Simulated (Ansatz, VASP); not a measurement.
## One calculation of Rb, two programs

```
Rb
1.0
     2.55669   -4.47446    0.00000
     2.55669    4.47446    0.00000
     0.00000    0.00000    6.92861
Rb
2
Direct
  0.83600 0.16400 0.75000
  0.16400 0.83600 0.25000
```

Change from the starting cell: volume 79.262 Å^3 an atom, stretch along c over the lengths across it, relative to the relaxed cell 0.8336.

Alike in both runs: task single point; functional PBE; dispersion D3(BJ); k mesh 12 × 12 × 6; occupations gaussian, width 0.15 eV; no spin polarisation.

|  | VASP | Ansatz |
| --- | --- | --- |
| version | VASP 6.6.1 | Ansatz 0.2.0 |
| potentials or method | VASP PAW PBE potentials, release 64 (Rb_sv), cutoff 520 eV | scalar-relativistic, plane waves, PAW |
| valence electrons in the cell | 18 | 18 |

|  | VASP | Ansatz | Ansatz less VASP |
| --- | --- | --- | --- |
| gap on the k mesh at the Fermi level (eV) | none | none | - |
| pressure (GPa) | 0.3 | 0.3 | 0.00 |
| traceless stress, the component that is largest in VASP (GPa) | 0.45 | 0.45 | 0.000 |

A gap of «none» marks a metal or a gap that the smearing closes.
